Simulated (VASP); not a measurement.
## AlGa3N4: single point with PBEsol

The system is AlGa3N4.

```
CELL_PARAMETERS angstrom
4.53464 0.00000 0.00000
0.00000 4.53464 0.00000
0.00000 0.00000 4.39238
ATOMIC_POSITIONS crystal
Al 0.00000 0.00000 0.00000
Ga 0.50000 0.50000 0.00000
Ga 0.50000 0.00000 0.50000
Ga 0.00000 0.50000 0.50000
N 0.75489 0.75489 0.24471
N 0.75489 0.24511 0.75529
N 0.24511 0.75489 0.75529
N 0.24511 0.24511 0.24471
```

This cell differs from its parent crystal: biaxial strain in the a-b plane: +1.5 %, then relaxed in part.

- Program: VASP 6.6.1
- Task: single point
- Functional: PBEsol
- Potentials or basis: VASP PAW PBE potentials, release 64 (Al, Ga_d, N)
- Cutoff: 520 eV
- k mesh: 6 × 6 × 6
- Occupations: gaussian, width 0.02 eV
- Spin: no spin polarisation
- Dipole correction: no
- Further INCAR settings: ALGO = Normal; EDIFF = 1e-06; NBANDS = 41

```yaml
Pressure: -2.6 GPa
Largest_force: 0.007 eV/Å
Band_gap_on_the_k_mesh: 2.13 eV
```

Forces on the atoms (eV/Å):
```
Al   0.000  0.000  0.000
Ga   0.000  0.000  0.000
Ga   0.000  0.000  0.000
Ga   0.000  0.000  0.000
N   -0.004 -0.004  0.004
N   -0.004  0.004 -0.004
N    0.004 -0.004 -0.004
N    0.004  0.004  0.004
```

Stress tensor (GPa, compression positive):
```
-3.84  0.00  0.00
 0.00 -3.84  0.00
 0.00  0.00 -0.12
```

Levels at points of the mesh, in eV from the valence-band top:
| k point | band 27 | band 28 | band 29 | band 30 | band 31 | band 32 | band 33 | band 34 | band 35 | band 36 |
| --- | --- | --- | --- | --- | --- | --- | --- | --- | --- | --- |
| (0.00, 0.00, 0.00) | -2.44 | -2.44 | -0.13 | -0.13 | 0.00 | 2.13 | 3.13 | 3.31 | 3.31 | 6.08 |
| (0.50, 0.00, 0.00) | -2.98 | -1.53 | -1.46 | -1.25 | -1.18 | 4.68 | 4.76 | 5.93 | 5.95 | 7.56 |
| (0.50, 0.50, 0.00) | -2.97 | -1.20 | -1.15 | -1.15 | -0.84 | 6.41 | 6.56 | 6.56 | 6.99 | 7.02 |
| (0.00, 0.00, 0.50) | -2.82 | -1.65 | -1.65 | -1.38 | -1.38 | 4.76 | 4.89 | 6.21 | 6.21 | 7.34 |
| (0.50, 0.00, 0.50) | -3.15 | -0.99 | -0.98 | -0.93 | -0.65 | 6.49 | 6.65 | 6.66 | 7.21 | 7.23 |
| (0.50, 0.50, 0.50) | -0.95 | -0.88 | -0.71 | -0.68 | -0.68 | 4.71 | 4.73 | 4.73 | 5.98 | 8.76 |

Run time: 110 s on 1 thread of Intel(R) Xeon(R) 6975P-C (Granite Rapids), on a shared host, peak memory 0.26 GiB.

Caveat: the cell differs from its parent crystal (biaxial strain in the a-b plane: +1.5 %, then relaxed in part); the PAW data sets were made with another functional, which shifts forces and pressure a little.
